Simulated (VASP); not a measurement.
# Sn (Fd-3m) in VASP: a series of runs

Sn is run at these levels: LDA; tasks: electric field gradients.

Everything below comes from runs of VASP 6.6.1. Logs are shortened: lines on timing, memory, paths and dates and some standing lists are left out, and cuts for length are marked.

### 1 The cell of the first run

It takes space group Fd-3m (No. 227, cubic). Conventional cell: a = 6.469 Å, b = 6.469 Å, c = 6.469 Å, α = 90.00°, β = 90.00°, γ = 90.00°. Sn (site symmetry -43m) has 4 Sn at 2.80 Å within 3.7 Å.

This isn't the form of Sn at room conditions, which is tetragonal (white tin).

### 2 Electric field gradients, LDA (33.85 Å³/atom)

Input file INCAR:

```
PREC     = Accurate       # precision mode
ENCUT    = 520            # plane-wave cutoff, eV
EDIFF    = 1E-8           # SCF threshold, eV
ISMEAR   = -1             # smearing method
SIGMA    = 0.03           # smearing width, eV
LREAL    = F              # projectors in reciprocal space
LASPH    = T              # aspherical terms in the spheres
NELM     = 100            # most SCF steps
ALGO     = Normal         # electronic algorithm
ISIF     = 2              # what is computed and relaxed
LWAVE    = F              # write WAVECAR
LCHARG   = F              # write CHGCAR
GGA      = CA             # functional
LEFG     = T            
NBANDS   = 21             # bands
```

Input file KPOINTS:

```
regular mesh
0
Gamma
  9 9 9
```

Input file POSCAR:

```
Sn
1.0
    0.0000000000      3.2347450694      3.2347450694
    3.2347450694      0.0000000000      3.2347450694
    3.2347450694      3.2347450694      0.0000000000
Sn
2
Direct
    0.5000000000      0.5000000000      0.5000000000
    0.7500000000      0.7500000000      0.7500000000
```

Potentials or basis: VASP PAW LDA potentials, release 64 (Sn_d).

Started as:

```sh
cat potpaw_LDA.64/Sn_d/POTCAR > POTCAR
mpirun -np 1 vasp_std > vasp.out
```

OUTCAR:

```text
PREC = Accurate
   ENCUT = 520
   EDIFF = 1E-8
   ISMEAR = -1
   LREAL = F
   LASPH = T
   NELM = 100
   ISIF = 2
   GGA = CA

 ion  position               nearest neighbor table
   1  0.500  0.500  0.500-   2 2.80   2 2.80   2 2.80   2 2.80
   2  0.750  0.750  0.750-   1 2.80   1 2.80   1 2.80   1 2.80

  LATTYP: Found a face centered cubic cell.
 ALAT       =     6.4694901388

  Lattice vectors:

 A1 = (   0.0000000000,   3.2347450694,   3.2347450694)
 A2 = (   3.2347450694,   0.0000000000,   3.2347450694)
 A3 = (   3.2347450694,   3.2347450694,   0.0000000000)

Analysis of symmetry for initial positions (statically):
=====================================================================
 Subroutine PRICEL returns:
 Original cell was already a primitive cell.

 Routine SETGRP: Setting up the symmetry group for a
 face centered cubic supercell.

 Subroutine GETGRP returns: Found 48 space group operations
 (whereof 24 operations were pure point group operations)
 out of a pool of 48 trial point group operations.

The static configuration has the point symmetry T_d .
 The point group associated with its full space group is O_h .

Analysis of symmetry for dynamics (positions and initial velocities):
=====================================================================
 Subroutine PRICEL returns:
 Original cell was already a primitive cell.

 Routine SETGRP: Setting up the symmetry group for a
 face centered cubic supercell.

 Subroutine GETGRP returns: Found 48 space group operations
 (whereof 24 operations were pure point group operations)
 out of a pool of 48 trial point group operations.

The dynamic configuration has the point symmetry T_d .
 The point group associated with its full space group is O_h .

 Subroutine INISYM returns: Found 48 space group operations
 (whereof 24 operations are pure point group operations),
 and found     1 'primitive' translations

----------------------------------------------------------------------------------------

                                     Primitive cell

  volume of cell :      67.6940

  direct lattice vectors                    reciprocal lattice vectors
     0.000000000  3.234745069  3.234745069    -0.154571686  0.154571686  0.154571686
     3.234745069  0.000000000  3.234745069     0.154571686 -0.154571686  0.154571686
     3.234745069  3.234745069  0.000000000     0.154571686  0.154571686 -0.154571686

  length of vectors
     4.574620348  4.574620348  4.574620348     0.267726014  0.267726014  0.267726014

  position of ions in fractional coordinates (direct lattice)
     0.500000000  0.500000000  0.500000000
     0.750000000  0.750000000  0.750000000

  ion indices of the primitive-cell ions
   primitive index   ion index
                 1           1
                 2           2

----------------------------------------------------------------------------------------

 KPOINTS: regular mesh

Automatic generation of k-mesh.
 Grid dimensions read from file:
 generate k-points for:    9    9    9

 Generating k-lattice:

  Cartesian coordinates                     Fractional coordinates (reciprocal lattice)
    -0.017174632  0.017174632  0.017174632     0.111111111  0.000000000  0.000000000
     0.017174632 -0.017174632  0.017174632     0.000000000  0.111111111  0.000000000
     0.017174632  0.017174632 -0.017174632     0.000000000  0.000000000  0.111111111

  Length of vectors
     0.029747335  0.029747335  0.029747335

  Shift w.r.t. Gamma in fractional coordinates (k-lattice)
     0.000000000  0.000000000  0.000000000

 Subroutine IBZKPT returns following result:
 ===========================================

 Found     35 irreducible k-points:

 Following reciprocal coordinates:
            Coordinates               Weight
  0.000000  0.000000  0.000000      1.000000
  0.111111  0.000000  0.000000      8.000000
  0.222222  0.000000  0.000000      8.000000
  0.333333  0.000000  0.000000      8.000000
  0.444444  0.000000  0.000000      8.000000
  0.111111  0.111111  0.000000      6.000000
[... 16 lines left out ...]
 -0.333333  0.333333  0.000000     12.000000
  0.444444  0.444444  0.000000      6.000000
 [... further k-points ...]
   k-points           NKPTS =     35   k-points in BZ     NKDIM =     35   number of bands    NBANDS=     21
   number of dos      NEDOS =    301   number of ions     NIONS =      2
   total plane-waves  NPLWV =  46656
   dimension x,y,z NGX =    36 NGY =   36 NGZ =   36
   dimension x,y,z NGXF=    72 NGYF=   72 NGZF=   72
   ions per type =               2
   NGX,Y,Z   is equivalent  to a cutoff of  13.08, 13.08, 13.08 a.u.
   NGXF,Y,Z  is equivalent  to a cutoff of  26.17, 26.17, 26.17 a.u.
 SYSTEM =  unknown system
   PREC   = accura    normal or accurate (medium, high low for compatibility)
   ISTART =      0    job   : 0-new  1-cont  2-samecut
   ICHARG =      2    charge: 1-file 2-atom 10-const
   ISPIN  =      1    spin polarized calculation?
   LNONCOLLINEAR =      F non collinear calculations
   LSORBIT =      F    spin-orbit coupling
   LASPH  =      T    aspherical Exc in radial PAW
   ENCUT  =  520.0 eV  38.22 Ry    6.18 a.u.   8.51  8.51  8.51*2*pi/ulx,y,z
   NELM   =    100;   NELMIN=  2; NELMDL= -5     # of ELM steps
   EDIFF  = 0.1E-07   stopping-criterion for ELM
   LREAL  =      F    real-space projection
   EDIFFG = 0.1E-06   stopping-criterion for IOM
   NSW    =      0    number of steps for IOM
   IBRION =     -1    ionic relax: 0-MD 1-quasi-New 2-CG
   NFREE  =      0    steps in history (QN), initial steepest desc. (CG)
   ISIF   =      2    stress and relaxation
   ISYM   =      2    0-nonsym 1-usesym 2-fastsym
   POTIM  = 0.5000    time-step for ionic-motion
   TEBEG  =    0.0;   TEEND  =   0.0 temperature during run
   PSTRESS=    0.0 pullay stress
   NELECT =      28.0000    total number of electrons
   NUPDOWN=      -1.0000    fix difference up-down
   EMIN   =  10.00;   EMAX   =-10.00  energy-range for DOS
   EFERMI =   0.00;   METHOD = LEGACY
   ISMEAR =    -1;   SIGMA  =   0.03  broadening in eV -4-tet -1-fermi 0-gaus
   EFERMI_NEDOS =   21; number of points for ismear=-14 and -15
   IALGO  =     38    algorithm
   IMIX   =      4    mixing-type and parameters
     AMIX     =   0.40;   BMIX     =  1.00
     AMIX_MAG =   1.60;   BMIX_MAG =  1.00
  volume/ion in A,a.u.               =      33.85       228.41
  Fermi-wavevector in a.u.,A,eV,Ry     =   1.219769  2.305028 20.243230  1.487835
  Thomas-Fermi vector in A             =   2.355009
   LORBIT       =      0    0 simple, 1 ext, 2 COOP (PROOUT), +10 PAW based schemes
   GGA     = CA    functional components
   LHFCALC =     F    Hartree Fock is set to
   AEXX    =    0.0000 exact exchange contribution
   IVDW    =     0    specifies the selected vdW correction
   LEPSILON=     F    determine dielectric tensor
   LRPA    =     F    only Hartree local field effects (RPA)
 non-spin polarized calculation
  energy-cutoff  :      520.00
  volume of cell :       67.69
 maximum number of plane-waves:      1853
 NGX is ok and might be reduce to    36
   NGX = 17   NGY = 17   NGZ = 17

 number of electron      28.0000007 magnetization

 Free energy of the ion-electron system (eV)
  ---------------------------------------------------
  ext. energy  EPLUGINS =         0.00000000
  ---------------------------------------------------
  free energy    TOTEN  =        -8.93777561 eV

  energy without entropy =       -8.93685841  energy(sigma->0) =       -8.93731701

 E-fermi :   5.3937     XC(G=0):  -9.2338

 val. band max:        5.3157028971   @ k =   0.1111   0.0000   0.0000
 cond. band min:       5.4035364977   @ k =   0.4444   0.0000   0.0000
 fundamental gap:      0.0878336006
 Fermi energy:         5.3937015203

 k-point     1 :       0.0000    0.0000    0.0000
  band No.  band energies     occupation
      1     -16.1653      2.00000
      2     -16.1653      2.00000
      3     -16.1653      2.00000
      4     -16.1025      2.00000
      5     -16.1025      2.00000
      6     -15.7825      2.00000
[... 13 lines left out ...]
     20      13.5293      0.00000
     21      13.5293      0.00000
[... 529 lines left out ...]
 k-point    24 :       0.4444    0.4444    0.0000
  band No.  band energies     occupation
      1     -16.2169      2.00000
      2     -16.2169      2.00000
      3     -16.1073      2.00000
      4     -16.0460      2.00000
      5     -15.9638      2.00000
      6     -15.9063      2.00000
[... 13 lines left out ...]
     20      15.2961      0.00000
     21      15.7405      0.00000

 [... further k-points ...]

------------------------ aborting loop because EDIFF is reached ----------------------------------------

  FORCE on cell =-STRESS in cart. coord.  units (eV):
  Direction    XX          YY          ZZ          XY          YZ          ZX
  --------------------------------------------------------------------------------------
  -------------------------------------------------------------------------------------
  Total        0.0301590      0.0301590      0.0301590      0.0000000     -0.0000000      0.0000000
  in kB        0.7138024      0.7138024      0.7138024      0.0000000     -0.0000000      0.0000000
  external PRESSURE =       0.7138024 kB  Pullay stress =       0.0000000 kB

 VOLUME and BASIS-vectors are now :
 -----------------------------------------------------------------------------
  energy-cutoff  :      520.00
  volume of cell :       67.69
      direct lattice vectors                 reciprocal lattice vectors
     0.000000000  3.234745069  3.234745069    -0.154571686  0.154571686  0.154571686
     3.234745069  0.000000000  3.234745069     0.154571686 -0.154571686  0.154571686
     3.234745069  3.234745069  0.000000000     0.154571686  0.154571686 -0.154571686

 POSITION                                       TOTAL-FORCE (eV/Angst)
 -----------------------------------------------------------------------------------
      3.23475      3.23475      3.23475        -0.000000     -0.000000     -0.000000
      4.85212      4.85212      4.85212         0.000000      0.000000      0.000000
 -----------------------------------------------------------------------------------
    total drift:                                0.000000      0.000000      0.000000

  FREE ENERGIE OF THE ION-ELECTRON SYSTEM (eV)
  ---------------------------------------------------
  free  energy   TOTEN  =        -8.9377756124 eV

  energy  without entropy=       -8.9368584135  energy(sigma->0) =       -8.93731701

 Electric field gradients (V/A^2)
---------------------------------------------------------------------
 ion       V_xx      V_yy      V_zz      V_xy      V_xz      V_yz
---------------------------------------------------------------------
   1       0.000     0.000    -0.000    -0.000    -0.000    -0.000
   2       0.000     0.000    -0.000    -0.000    -0.000    -0.000
---------------------------------------------------------------------

 Electric field gradients after diagonalization (V/A^2)
 (convention: |V_zz| > |V_xx| > |V_yy|)
----------------------------------------------------------------------
 ion       V_xx      V_yy      V_zz     asymmetry (V_yy - V_xx)/ V_zz
----------------------------------------------------------------------
   1       0.000     0.000    -0.000       0.000
   2       0.000     0.000    -0.000       0.000
----------------------------------------------------------------------

           NMR quadrupolar parameters

 Cq : quadrupolar parameter    Cq=e*Q*V_zz/h
 eta: asymmetry parameters     (V_yy - V_xx)/ V_zz
 Q  : nuclear electric quadrupole moment in mb (millibarn)
----------------------------------------------------------------------
 ion       Cq(MHz)       eta       Q (mb)
----------------------------------------------------------------------
   1      -0.000       0.000       1.000
   2      -0.000       0.000       1.000
----------------------------------------------------------------------
```

It took 73 s on 1 thread of Intel Xeon 8259CL, shared host; peak memory 0.19 GiB.

Results:

- Free energy: -8.9378 eV
- Pressure: 0.1 GPa
- Band gap on the k mesh: zero (bands 14 and 15 overlap by 0.15 eV)
- Largest electric field gradient by atom: zero within the noise of the run

Caveat: spin-orbit coupling is left out, which moves the levels of the heavy elements.

### 3 Electric field gradients, LDA (34.87 Å³/atom)

This run uses another cell than the first one, of 34.87 Å³/atom.

Input file INCAR:

```
PREC = Accurate
ENCUT = 520
EDIFF = 1E-8
ISMEAR = -1
SIGMA = 0.03
LREAL = F
LASPH = T
NELM = 100
ALGO = Normal
ISIF = 2
LWAVE = F
LCHARG = F
GGA = CA
LEFG = T
NBANDS = 21
```

KPOINTS is that of step 2.

Input file POSCAR:

```
Sn
1.0
    0.0000000000      3.2670946662      3.2670946662
    3.2670946662      0.0000000000      3.2670946662
    3.2670946662      3.2670946662      0.0000000000
Sn
2
Direct
    0.5000000000      0.5000000000      0.5000000000
    0.7500000000      0.7500000000      0.7500000000
```

Potentials or basis: VASP PAW LDA potentials, release 64 (Sn_d).

Started as:

```sh
cat potpaw_LDA.64/Sn_d/POTCAR > POTCAR
mpirun -np 1 vasp_std > vasp.out
```

OUTCAR:

```text
PREC = Accurate
   ENCUT = 520
   EDIFF = 1E-8
   ISMEAR = -1
   LREAL = F
   LASPH = T
   NELM = 100
   ISIF = 2
   GGA = CA

 ion  position               nearest neighbor table
   1  0.500  0.500  0.500-   2 2.83   2 2.83   2 2.83   2 2.83
   2  0.750  0.750  0.750-   1 2.83   1 2.83   1 2.83   1 2.83

  LATTYP: Found a face centered cubic cell.
 ALAT       =     6.5341893324

  Lattice vectors:

 A1 = (   0.0000000000,   3.2670946662,   3.2670946662)
 A2 = (   3.2670946662,   0.0000000000,   3.2670946662)
 A3 = (   3.2670946662,   3.2670946662,   0.0000000000)

Analysis of symmetry for initial positions (statically):
=====================================================================
 Subroutine PRICEL returns:
 Original cell was already a primitive cell.

 Routine SETGRP: Setting up the symmetry group for a
 face centered cubic supercell.

[... 764 lines left out ...]
  energy-cutoff  :      520.00
  volume of cell :       69.75
      direct lattice vectors                 reciprocal lattice vectors
     0.000000000  3.267094666  3.267094666    -0.153041173  0.153041173  0.153041173
     3.267094666  0.000000000  3.267094666     0.153041173 -0.153041173  0.153041173
     3.267094666  3.267094666  0.000000000     0.153041173  0.153041173 -0.153041173

 POSITION                                       TOTAL-FORCE (eV/Angst)
 -----------------------------------------------------------------------------------
      3.26709      3.26709      3.26709         0.000000      0.000000      0.000000
      4.90064      4.90064      4.90064        -0.000000     -0.000000     -0.000000
 -----------------------------------------------------------------------------------
    total drift:                                0.000000      0.000000      0.000000

  FREE ENERGIE OF THE ION-ELECTRON SYSTEM (eV)
  ---------------------------------------------------
  free  energy   TOTEN  =        -8.9312160674 eV

  energy  without entropy=       -8.9298908580  energy(sigma->0) =       -8.93055346

 Electric field gradients (V/A^2)
---------------------------------------------------------------------
 ion       V_xx      V_yy      V_zz      V_xy      V_xz      V_yz
---------------------------------------------------------------------
   1       0.000    -0.000    -0.000     0.001     0.001     0.001
   2       0.000    -0.000    -0.000     0.001     0.001     0.001
---------------------------------------------------------------------

 Electric field gradients after diagonalization (V/A^2)
 (convention: |V_zz| > |V_xx| > |V_yy|)
----------------------------------------------------------------------
 ion       V_xx      V_yy      V_zz     asymmetry (V_yy - V_xx)/ V_zz
----------------------------------------------------------------------
   1      -0.001    -0.001     0.002       0.000
   2      -0.001    -0.001     0.002       0.000
----------------------------------------------------------------------

           NMR quadrupolar parameters

 Cq : quadrupolar parameter    Cq=e*Q*V_zz/h
 eta: asymmetry parameters     (V_yy - V_xx)/ V_zz
 Q  : nuclear electric quadrupole moment in mb (millibarn)
----------------------------------------------------------------------
 ion       Cq(MHz)       eta       Q (mb)
----------------------------------------------------------------------
   1       0.000       0.000       1.000
   2       0.000       0.000       1.000
----------------------------------------------------------------------
```

It took 70 s on 1 thread of Intel Xeon 8259CL, shared host; peak memory 0.19 GiB.

Results:

| Quantity | Value |
| --- | --- |
| Free energy | -8.9312 eV |
| Pressure | -1.2 GPa |
| Band gap on the k mesh | zero (bands 14 and 15 overlap by 0.21 eV) |
| Largest electric field gradient by atom | zero within the noise of the run |

Caveat: spin-orbit coupling is left out, which moves the levels of the heavy elements.
